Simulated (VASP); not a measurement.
A run of VASP 6.6.1 is set up as follows.

The input INCAR:

```
SYSTEM = Al
ALGO = Normal
EDIFF = 1E-6
ENCUT = 520
GGA = PS
ISIF = 2
ISMEAR = 0
LASPH = .True.
LCHARG = .True.
LELF = .True.
LREAL = .False.
LVHAR = .True.
LWAVE = .False.
NBANDS = 8
NELM = 100
PREC = Accurate
SIGMA = 0.15
```

Contents of KPOINTS:

```
k-points
0
Gamma
  22 22 22
  0 0 0
```

The input POSCAR:

```
Al
1.0
    0.0000000000      2.1987440765      1.7150203797
    2.1987440765      0.0000000000      1.7150203797
    2.1987440765      2.1987440765      0.0000000000
Al
1
Direct
    0.0000000000      0.0000000000      0.0000000000
```

Potentials or basis: VASP PAW PBE potentials, release 64 (Al).

The run is started by

```console
$ cat potpaw_PBE.64/Al/POTCAR > POTCAR
$ mpirun -np 1 vasp_std > vasp.out
```

**Question.** Estimate the pressure.

**Answer.** -0.2 GPa.

Stress tensor (GPa, compression positive):
```
-1.64  0.00  0.00
 0.00 -1.64  0.00
 0.00  0.00  2.79
```

Caveat: the PAW data sets were made with another functional, which shifts forces and pressure a little.
